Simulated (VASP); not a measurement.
# CuSi3 (I4/mmm) in VASP: notebook

CuSi3 is run at these levels: PBE; tasks: single point.

Program: VASP 6.6.1. These are calculated values, not measurements. Logs are shortened: lines on timing, memory, paths and dates and some standing lists are left out, and cuts for length are marked.

## 1. The cell of the first run

Symmetry: I4/mmm, No. 139, tetragonal system. The conventional cell has a = 3.724 Å, b = 3.724 Å, c = 8.319 Å, α = 90.00°, β = 90.00°, γ = 90.00°. Si (site symmetry 4/mmm) has 4 Cu at 2.63 Å and 8 Si at 2.79 Å within 3.5 Å. Si (site symmetry -4m2) has 8 Si at 2.63 to 2.79 Å and 4 Cu at 2.79 Å within 3.5 Å. Within 3.5 Å of Cu (site symmetry 4/mmm) lie 12 Si at 2.63 to 2.79 Å.

## 2. Single point, PBE

File INCAR:

```
SYSTEM = CuSi3
PREC     = Accurate       ! precision mode
ENCUT    = 520            ! plane-wave cutoff, eV
EDIFF    = 1E-6           ! SCF threshold, eV
ISMEAR   = 0              ! smearing method
SIGMA    = 0.1            ! smearing width, eV
LREAL    = .FALSE.        ! projectors in reciprocal space
LASPH    = .TRUE.         ! aspherical terms in the spheres
NELM     = 60             ! most SCF steps
ALGO     = Normal         ! electronic algorithm
ISIF     = 2              ! what is computed and relaxed
LWAVE    = .FALSE.        ! write WAVECAR
LCHARG   = .FALSE.        ! write CHGCAR
GGA      = PE             ! functional
NBANDS   = 20             ! bands
```

File KPOINTS:

```
Automatic mesh
0
G
  6 6 6
  0 0 0
```

File POSCAR:

```
CuSi3
1.0
   -1.8621272260      1.8621272260      4.1595569204
    1.8621272260     -1.8621272260      4.1595569204
    1.8621272260      1.8621272260     -4.1595569204
Si Cu
3 1
Direct
    0.5000000000      0.5000000000      0.0000000000
    0.2500000000      0.7500000000      0.5000000000
    0.7500000000      0.2500000000      0.5000000000
    0.0000000000      0.0000000000      0.0000000000
```

Potentials or basis: VASP PAW PBE potentials, release 64 (Si, Cu).

Run with:

```sh
$ cat potpaw_PBE.64/Si/POTCAR potpaw_PBE.64/Cu/POTCAR > POTCAR
$ mpirun -np 1 vasp_std > vasp.out
```

OUTCAR:

```text
SYSTEM = CuSi3
   PREC = Accurate
   ENCUT = 520
   EDIFF = 1E-6
   ISMEAR = 0
   LREAL = .FALSE.
   LASPH = .TRUE.
   NELM = 60
   ISIF = 2
   GGA = PE

 ion  position               nearest neighbor table
   1  0.500  0.500  0.000-   4 2.63   4 2.63   4 2.63   4 2.63   3 2.79   2 2.79   3 2.79   3 2.79
                             2 2.79   2 2.79   3 2.79   2 2.79
   2  0.250  0.750  0.500-   3 2.63   3 2.63   3 2.63   3 2.63   4 2.79   1 2.79   4 2.79   1 2.79
                             4 2.79   4 2.79   1 2.79   1 2.79
   3  0.750  0.250  0.500-   2 2.63   2 2.63   2 2.63   2 2.63   4 2.79   1 2.79   4 2.79   4 2.79
                             1 2.79   1 2.79   4 2.79   1 2.79
   4  0.000  0.000  0.000-   1 2.63   1 2.63   1 2.63   1 2.63   3 2.79   2 2.79   3 2.79   2 2.79
                             3 2.79   3 2.79   2 2.79   2 2.79

  LATTYP: Found a body centered tetragonal cell.
 ALAT       =     3.7242544520
 C/A-ratio  =     2.2337662338

  Lattice vectors:

 A1 = (  -1.8621272260,   1.8621272260,   4.1595569204)
 A2 = (   1.8621272260,  -1.8621272260,   4.1595569204)
 A3 = (   1.8621272260,   1.8621272260,  -4.1595569204)

Analysis of symmetry for initial positions (statically):
=====================================================================
 Subroutine PRICEL returns:
 Original cell was already a primitive cell.

 Routine SETGRP: Setting up the symmetry group for a
 body centered tetragonal supercell.

 Subroutine GETGRP returns: Found 16 space group operations
 (whereof 16 operations were pure point group operations)
 out of a pool of 16 trial point group operations.

The static configuration has the point symmetry D_4h.

Analysis of symmetry for dynamics (positions and initial velocities):
=====================================================================
 Subroutine PRICEL returns:
 Original cell was already a primitive cell.

 Routine SETGRP: Setting up the symmetry group for a
 body centered tetragonal supercell.

 Subroutine GETGRP returns: Found 16 space group operations
 (whereof 16 operations were pure point group operations)
 out of a pool of 16 trial point group operations.

The dynamic configuration has the point symmetry D_4h.

 Subroutine INISYM returns: Found 16 space group operations
 (whereof 16 operations are pure point group operations),
 and found     1 'primitive' translations

----------------------------------------------------------------------------------------

                                     Primitive cell

  volume of cell :      57.6934

  direct lattice vectors                    reciprocal lattice vectors
    -1.862127226  1.862127226  4.159556920     0.000000000  0.268510117  0.120205111
     1.862127226 -1.862127226  4.159556920     0.268510117  0.000000000  0.120205111
     1.862127226  1.862127226 -4.159556920     0.268510117  0.268510117  0.000000000

  length of vectors
     4.923103633  4.923103633  4.923103633     0.294188633  0.294188633  0.379730650

  position of ions in fractional coordinates (direct lattice)
     0.500000000  0.500000000  0.000000000
     0.250000000  0.750000000  0.500000000
     0.750000000  0.250000000  0.500000000
     0.000000000  0.000000000  0.000000000

  ion indices of the primitive-cell ions
   primitive index   ion index
                 1           1
                 2           2
                 3           3
                 4           4

----------------------------------------------------------------------------------------

 KPOINTS: Automatic mesh

Automatic generation of k-mesh.
 Grid dimensions read from file:
 generate k-points for:    6    6    6

 Generating k-lattice:

  Cartesian coordinates                     Fractional coordinates (reciprocal lattice)
     0.000000000  0.044751686  0.020034185     0.166666667 -0.000000000  0.000000000
     0.044751686  0.000000000  0.020034185    -0.000000000  0.166666667  0.000000000
     0.044751686  0.044751686  0.000000000     0.000000000  0.000000000  0.166666667

  Length of vectors
     0.049031439  0.049031439  0.063288442

  Shift w.r.t. Gamma in fractional coordinates (k-lattice)
     0.000000000  0.000000000  0.000000000

 Subroutine IBZKPT returns following result:
 ===========================================

 Found     30 irreducible k-points:

 Following reciprocal coordinates:
            Coordinates               Weight
  0.000000  0.000000  0.000000      1.000000
  0.166667  0.000000  0.000000      8.000000
  0.333333  0.000000  0.000000      8.000000
  0.500000  0.000000  0.000000      4.000000
  0.166667  0.166667  0.000000      8.000000
  0.333333  0.166667  0.000000     16.000000
[... 16 lines left out ...]
 -0.333333 -0.333333  0.166667      8.000000
 -0.166667 -0.333333  0.166667      8.000000
 [... further k-points ...]
   k-points           NKPTS =     30   k-points in BZ     NKDIM =     30   number of bands    NBANDS=     20
   number of dos      NEDOS =    301   number of ions     NIONS =      4
   total plane-waves  NPLWV =  64000
   dimension x,y,z NGX =    40 NGY =   40 NGZ =   40
   dimension x,y,z NGXF=    80 NGYF=   80 NGZF=   80
   ions per type =               3   1
   NGX,Y,Z   is equivalent  to a cutoff of  13.51, 13.51, 13.51 a.u.
   NGXF,Y,Z  is equivalent  to a cutoff of  27.01, 27.01, 27.01 a.u.
 SYSTEM =  CuSi3
   PREC   = accura    normal or accurate (medium, high low for compatibility)
   ISTART =      0    job   : 0-new  1-cont  2-samecut
   ICHARG =      2    charge: 1-file 2-atom 10-const
   ISPIN  =      1    spin polarized calculation?
   LNONCOLLINEAR =      F non collinear calculations
   LSORBIT =      F    spin-orbit coupling
   LASPH  =      T    aspherical Exc in radial PAW
   ENCUT  =  520.0 eV  38.22 Ry    6.18 a.u.   9.15  9.15  9.15*2*pi/ulx,y,z
   NELM   =     60;   NELMIN=  2; NELMDL= -5     # of ELM steps
   EDIFF  = 0.1E-05   stopping-criterion for ELM
   LREAL  =      F    real-space projection
   EDIFFG = 0.1E-04   stopping-criterion for IOM
   NSW    =      0    number of steps for IOM
   IBRION =     -1    ionic relax: 0-MD 1-quasi-New 2-CG
   NFREE  =      0    steps in history (QN), initial steepest desc. (CG)
   ISIF   =      2    stress and relaxation
   ISYM   =      2    0-nonsym 1-usesym 2-fastsym
   POTIM  = 0.5000    time-step for ionic-motion
   TEBEG  =    0.0;   TEEND  =   0.0 temperature during run
   PSTRESS=    0.0 pullay stress
   NELECT =      23.0000    total number of electrons
   NUPDOWN=      -1.0000    fix difference up-down
   EMIN   =  10.00;   EMAX   =-10.00  energy-range for DOS
   EFERMI =   0.00;   METHOD = LEGACY
   ISMEAR =     0;   SIGMA  =   0.10  broadening in eV -4-tet -1-fermi 0-gaus
   EFERMI_NEDOS =   21; number of points for ismear=-14 and -15
   IALGO  =     38    algorithm
   IMIX   =      4    mixing-type and parameters
     AMIX     =   0.40;   BMIX     =  1.00
     AMIX_MAG =   1.60;   BMIX_MAG =  1.00
  volume/ion in A,a.u.               =      14.42        97.33
  Fermi-wavevector in a.u.,A,eV,Ry     =   1.204876  2.276885 19.751919  1.451725
  Thomas-Fermi vector in A             =   2.340588
   LORBIT       =      0    0 simple, 1 ext, 2 COOP (PROOUT), +10 PAW based schemes
   GGA     = PE    functional components
   LHFCALC =     F    Hartree Fock is set to
   AEXX    =    0.0000 exact exchange contribution
   IVDW    =     0    specifies the selected vdW correction
   LEPSILON=     F    determine dielectric tensor
   LRPA    =     F    only Hartree local field effects (RPA)
 non-spin polarized calculation
 Gauss-broadening in eV      SIGMA  =   0.10
  energy-cutoff  :      520.00
  volume of cell :       57.69
 maximum number of plane-waves:      1570
 NGX is ok and might be reduce to    40
   NGX = 19   NGY = 19   NGZ = 19

 number of electron      23.0000005 magnetization

 Free energy of the ion-electron system (eV)
  ---------------------------------------------------
  ext. energy  EPLUGINS =         0.00000000
  ---------------------------------------------------
  free energy    TOTEN  =       -18.33913260 eV

  energy without entropy =      -18.33010176  energy(sigma->0) =      -18.33461718

 E-fermi :   9.1997     XC(G=0): -11.3217

 val. band max:        9.1764646749   @ k =   0.1667   0.0000   0.0000
 cond. band min:       9.2293168949   @ k =  -0.1667  -0.1667   0.1667
 fundamental gap:      0.0528522201
 Fermi energy:         9.1997304851

 k-point     1 :       0.0000    0.0000    0.0000
  band No.  band energies     occupation
      1      -4.2548      2.00000
      2       3.3810      2.00000
      3       3.9524      2.00000
      4       5.0888      2.00000
      5       5.0888      2.00000
      6       5.1344      2.00000
[... 12 lines left out ...]
     19      16.1738      0.00000
     20      20.1708      0.00000

 k-point     2 :       0.1667    0.0000    0.0000
  band No.  band energies     occupation
      1      -3.9117      2.00000
      2       2.6600      2.00000
      3       3.8081      2.00000
      4       4.7114      2.00000
      5       5.1172      2.00000
      6       5.2067      2.00000
[... 12 lines left out ...]
     19      18.4834      0.00000
     20      19.1023      0.00000

 k-point     3 :       0.3333    0.0000    0.0000
  band No.  band energies     occupation
      1      -2.8987      2.00000
      2       0.9745      2.00000
      3       2.7791      2.00000
      4       3.9012      2.00000
      5       5.2170      2.00000
      6       5.4990      2.00000
[... 12 lines left out ...]
     19      16.2645      0.00000
     20      17.5603      0.00000

 k-point     4 :       0.5000    0.0000    0.0000
  band No.  band energies     occupation
      1      -1.5333      2.00000
      2      -0.8861      2.00000
      3       2.9162      2.00000
      4       3.1577      2.00000
      5       5.1162      2.00000
      6       5.5508      2.00000
[... 12 lines left out ...]
     19      15.1312      0.00000
     20      18.3135      0.00000

 k-point     5 :       0.1667    0.1667    0.0000
  band No.  band energies     occupation
      1      -3.4610      2.00000
      2       1.8672      2.00000
      3       3.3446      2.00000
      4       4.3941      2.00000
      5       5.1140      2.00000
      6       5.1977      2.00000
[... 12 lines left out ...]
     19      16.3320      0.00000
     20      18.1747      0.00000

 k-point     6 :       0.3333    0.1667    0.0000
  band No.  band energies     occupation
      1      -2.3556      2.00000
      2       0.8072      2.00000
      3       2.0987      2.00000
      4       4.1975      2.00000
      5       4.7489      2.00000
      6       5.4375      2.00000
[... 12 lines left out ...]
     19      16.1497      0.00000
     20      18.1480      0.00000

 k-point     7 :       0.5000    0.1667    0.0000
  band No.  band energies     occupation
      1      -1.3425      2.00000
      2      -0.4577      2.00000
      3       2.3843      2.00000
      4       3.9594      2.00000
      5       4.8049      2.00000
      6       5.3901      2.00000
[... 12 lines left out ...]
     19      16.7584      0.00000
     20      18.7735      0.00000
[... 277 lines left out ...]
 k-point    20 :       0.5000    0.5000    0.1667
  band No.  band energies     occupation
      1      -0.5197      2.00000
      2       0.1653      2.00000
      3       1.2320      2.00000
      4       2.4718      2.00000
      5       5.2724      2.00000
      6       5.3446      2.00000
[... 12 lines left out ...]
     19      16.7717      0.00000
     20      18.0810      0.00000

 k-point    21 :      -0.3333    0.5000    0.1667
  band No.  band energies     occupation
      1      -1.5922      2.00000
      2      -0.1436      2.00000
      3       1.1387      2.00000
      4       3.9334      2.00000
      5       5.3675      2.00000
      6       5.5233      2.00000
[... 12 lines left out ...]
     19      15.2995      0.00000
     20      17.2642      0.00000

 k-point    22 :      -0.1667    0.5000    0.1667
  band No.  band energies     occupation
      1      -2.2764      2.00000
      2       0.1015      2.00000
      3       1.2837      2.00000
      4       5.0752      2.00000
      5       5.1474      2.00000
      6       5.5380      2.00000
[... 12 lines left out ...]
     19      14.7887      0.00000
     20      15.9421      0.00000

 k-point    23 :      -0.3333   -0.3333    0.1667
  band No.  band energies     occupation
      1      -2.8270      2.00000
      2       0.0759      2.00000
      3       2.9238      2.00000
      4       3.7980      2.00000
      5       5.4766      2.00000
      6       5.6313      2.00000
[... 12 lines left out ...]
     19      16.0895      0.00000
     20      17.5919      0.00000

 k-point    24 :      -0.1667   -0.3333    0.1667
  band No.  band energies     occupation
      1      -3.4740      2.00000
      2       0.7071      2.00000
      3       3.2606      2.00000
      4       5.2206      2.00000
      5       5.2614      2.00000
      6       5.5334      2.00000
[... 12 lines left out ...]
     19      16.7938      0.00000
     20      17.2304      0.00000

 [... further k-points ...]

------------------------ aborting loop because EDIFF is reached ----------------------------------------

  FORCE on cell =-STRESS in cart. coord.  units (eV):
  Direction    XX          YY          ZZ          XY          YZ          ZX
  --------------------------------------------------------------------------------------
  -------------------------------------------------------------------------------------
  Total       -0.6042989     -0.6042989     -1.2965855      0.0000000      0.0000000      0.0000000
  in kB      -16.7817250    -16.7817250    -36.0069205      0.0000000      0.0000000      0.0000000
  external PRESSURE =     -23.1901235 kB  Pullay stress =       0.0000000 kB

 VOLUME and BASIS-vectors are now :
 -----------------------------------------------------------------------------
  energy-cutoff  :      520.00
  volume of cell :       57.69
      direct lattice vectors                 reciprocal lattice vectors
    -1.862127226  1.862127226  4.159556920     0.000000000  0.268510117  0.120205111
     1.862127226 -1.862127226  4.159556920     0.268510117  0.000000000  0.120205111
     1.862127226  1.862127226 -4.159556920     0.268510117  0.268510117  0.000000000

 POSITION                                       TOTAL-FORCE (eV/Angst)
 -----------------------------------------------------------------------------------
      0.00000      0.00000      4.15956        -0.000000      0.000000      0.000000
      1.86213      0.00000      2.07978         0.000000      0.000000      0.000000
      0.00000      1.86213      2.07978         0.000000     -0.000000     -0.000000
      0.00000      0.00000      0.00000        -0.000000      0.000000      0.000000
 -----------------------------------------------------------------------------------
    total drift:                               -0.000000     -0.000000      0.000000

  FREE ENERGIE OF THE ION-ELECTRON SYSTEM (eV)
  ---------------------------------------------------
  free  energy   TOTEN  =       -18.3391326033 eV

  energy  without entropy=      -18.3301017617  energy(sigma->0) =      -18.33461718
```

It took 27 s on 1 thread of Intel Xeon 6975P-C (Granite Rapids), shared host; peak memory 0.24 GiB.

Results:

```yaml
Free_energy: -18.3391 eV
Pressure: -2.3 GPa
Band_gap_on_the_k_mesh: zero (an odd number of electrons rules out a gap without spin polarisation)
```

Levels at points of the mesh, in eV from the Fermi level:
| k point | band 8 | band 9 | band 10 | band 11 | band 12 | band 13 | band 14 | band 15 |
| --- | --- | --- | --- | --- | --- | --- | --- | --- |
| (0.00, 0.00, 0.00) | -2.12 | -1.90 | -1.27 | -1.27 | -0.90 | -0.90 | 0.49 | 1.63 |
| (0.50, 0.00, 0.00) | -3.09 | -2.47 | -0.49 | -0.17 | 0.39 | 1.40 | 1.85 | 2.76 |
| (0.50, 0.50, 0.00) | -3.08 | -3.02 | -2.56 | -2.37 | 0.20 | 0.40 | 0.77 | 1.65 |
| (0.50, 0.50, 0.50) | -3.37 | -3.37 | -1.38 | -0.51 | 3.31 | 3.31 | 3.50 | 3.55 |

Caveat: an odd number of electrons without spin polarisation forces a metal; a magnetic or distorted state may lie lower.

## 3. Single point, PBE

This run uses another cell than the first one, of 13.93 Å³/atom.

INCAR is that of step 2.

File KPOINTS:

```
Automatic mesh
0
G
  18 18 18
  0 0 0
```

File POSCAR:

```
CuSi3
1.0
   -1.9817736482      1.9817736482      3.5466616324
    1.9817736482     -1.9817736482      3.5466616324
    1.9817736482      1.9817736482     -3.5466616324
Si Cu
3 1
Direct
    0.5000000000      0.5000000000      0.0000000000
    0.2500000000      0.7500000000      0.5000000000
    0.7500000000      0.2500000000      0.5000000000
    0.0000000000      0.0000000000      0.0000000000
```

Potentials or basis: VASP PAW PBE potentials, release 64 (Si, Cu).

Run with:

```sh
$ cat potpaw_PBE.64/Si/POTCAR potpaw_PBE.64/Cu/POTCAR > POTCAR
$ mpirun -np 1 vasp_std > vasp.out
```

Wall time 4.3 min (1 thread of Intel Xeon 6975P-C (Granite Rapids), shared host); peak memory 0.59 GiB.

It converged, with:

```
Free energy            : -18.4156 eV
Pressure               : 0.0 GPa
Band gap on the k mesh : zero (an odd number of electrons rules out a gap without spin polarisation)
```

Levels at points of the mesh, in eV from the Fermi level:
```
           k point  band 10  band 11  band 12  band 13  band 14  band 15
(0.00, 0.00, 0.00)    -1.67    -1.19    -1.10    -1.10    -0.05     0.48
(0.50, 0.00, 0.00)    -1.54    -1.34    -1.06     0.42     3.73     4.21
(0.50, 0.50, 0.00)    -2.73    -2.50     1.67     1.99     2.77     4.39
(0.50, 0.50, 0.50)    -1.96    -1.94     3.98     4.72     4.72     4.89
```

Caveat: an odd number of electrons without spin polarisation forces a metal; a magnetic or distorted state may lie lower.

The gap in the log of VASP goes by the Fermi energy; the results here count the filled bands.